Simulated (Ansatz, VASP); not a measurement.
# One calculation of BC, two programs

```xyz
8
Lattice="-2.8821 2.8821 1.7003 2.8821 -2.8821 1.7003 2.8821 2.8821 -1.7003" Properties=species:S:1:pos:R:3 pbc="T T T"
B     0.0000    0.0000    2.6665
B     0.0000    2.8821    0.1161
B     0.0000    0.0000    0.7341
B     0.0000    2.8821    1.5842
C     0.8160    0.8160    1.7003
C     2.0660    2.0660    0.0000
C     2.0660    0.8160    0.8502
C     3.6981   -0.8160    0.8502
```

Alike in both runs: task single point; functional PBE; k mesh 6 × 6 × 6; occupations gaussian, width 0.1 eV; no spin polarisation.

```csv
,VASP,Ansatz
version,VASP 6.6.1,Ansatz 0.2.0
potentials or method,"VASP PAW PBE potentials, release 64 (B, C), cutoff 520 eV","scalar-relativistic, plane waves, PAW"
valence electrons in the cell,28,28
```

```tsv
	VASP	Ansatz	Ansatz less VASP
gap on the k mesh at the Fermi level (eV)	none	none	-
rms of the force components (eV/Å)	1.924	1.930	+0.0056
```

Atom by atom the forces differ by 0.015 eV/Å (rms over components). A gap of «none» marks a metal or a gap that the smearing closes.
